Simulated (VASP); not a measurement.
A run of VASP 6.6.1 is set up as follows.

Contents of INCAR:

```
SYSTEM = Os
  PREC = Accurate
  ENCUT = 520
  EDIFF = 1E-6
  ISMEAR = 0
  SIGMA = 0.15
  LREAL = .FALSE.
  LASPH = .TRUE.
  NELM = 80
  ALGO = Fast
  ISIF = 2
  LWAVE = .FALSE.
  LCHARG = .FALSE.
  GGA = PS
  NBANDS = 15
```

KPOINTS

```
regular mesh
0
G
  24 24 12
  0 0 0
```

File POSCAR:

```
Os
1.0
    2.6486027722      0.0000000000      0.0000000000
   -1.3243013861      2.2937572853      0.0000000000
    0.0000000000      0.0000000000      4.6030819822
Os
2
Direct
    0.3333333333      0.6666666667      0.2500000000
    0.6666666667      0.3333333333      0.7500000000
```

Potentials or basis: VASP PAW PBE potentials, release 64 (Os).

Launch:

```bash
$ cat potpaw_PBE.64/Os/POTCAR > POTCAR
$ mpirun -np 1 vasp_std > vasp.out
```

Q: What does it give for the band gap on the k mesh?

A: Zero (band 8 reaches 11.54 eV, above the bottom of band 9 at 7.80 eV).

Q: Predict the pressure.

A: 0.9 GPa.

Stress tensor (GPa, compression positive):
```
 20.38   0.00   0.00
  0.00  20.38   0.00
  0.00   0.00 -38.05
```

Caveat: the PAW data sets were made with another functional, which shifts forces and pressure a little; spin-orbit coupling is left out, which moves the levels of the heavy elements.
